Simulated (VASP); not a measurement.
Input of a VASP 6.6.1 run:

File INCAR:

```
  PREC = Accurate
  ENCUT = 520
  EDIFF = 1E-7
  ISMEAR = -1
  SIGMA = 0.05
  LREAL = Auto
  LASPH = True
  NELM = 60
  ALGO = Normal
  ISIF = 2
  LWAVE = False
  LCHARG = False
  NBANDS = 86
```

Contents of KPOINTS:

```
Automatic mesh
0
Gamma
  1 1 1
```

File POSCAR:

```
Cl
1.0
    9.3788870000      0.0000000000      0.0000000000
    0.0000000000      9.3788870000      0.0000000000
    0.0000000000      0.0000000000      9.3788870000
Cl
20
Direct
    0.7932231666      0.4014818082      0.1864909736
    0.6518136515      0.4817737199      0.0463325043
    0.4876085251      0.8595687976      0.5477078676
    0.3768242951      0.6764724023      0.5885481412
    0.6958654226      0.8808260727      1.0107627723
    0.6180788398      0.8817635771      0.8097504866
    0.0836059524      0.9904225396      0.2004445269
    0.0375217356      0.7812450102      0.2289896915
    0.1543975136      0.4997667492      0.4607248339
    0.0056071403      0.3473511262      0.4329280948
    0.2878545132      0.2658365584      0.0096153986
    0.1528652851      0.2716489327      0.1748151187
    0.1106692851      0.9522455321      0.5491601740
   -0.0125323680      0.8299825052      0.6699228850
    0.6837651850      0.2552886330      0.4074120983
    0.6313632692      0.1313077722      0.5804795406
    0.9480333753      0.3171446848      0.8131432944
    0.9279611140      0.1271535392      0.9055038503
    0.4210603402      0.6871877973      0.2433231233
    0.3595565582      0.6538040420      0.0436003240
```

Potentials or basis: VASP PAW LDA potentials, release 64 (Cl).

The run is started by

```sh
$ cat potpaw_LDA.64/Cl/POTCAR > POTCAR
$ mpirun -np 1 vasp_gam > vasp.out
```

Task: Predict the pressure.

Result: -1.0 GPa.

Task: Predict the band gap on the k mesh.

Result: 1.66 eV.

Task: Predict the largest force.

Result: 0.422 eV/Å.

Stress tensor (GPa, compression positive):
```
-0.92 -0.28 -0.07
-0.28 -1.02  0.13
-0.07  0.13 -0.97
```

Caveat: the k points lie up to 0.67 Å⁻¹ apart.
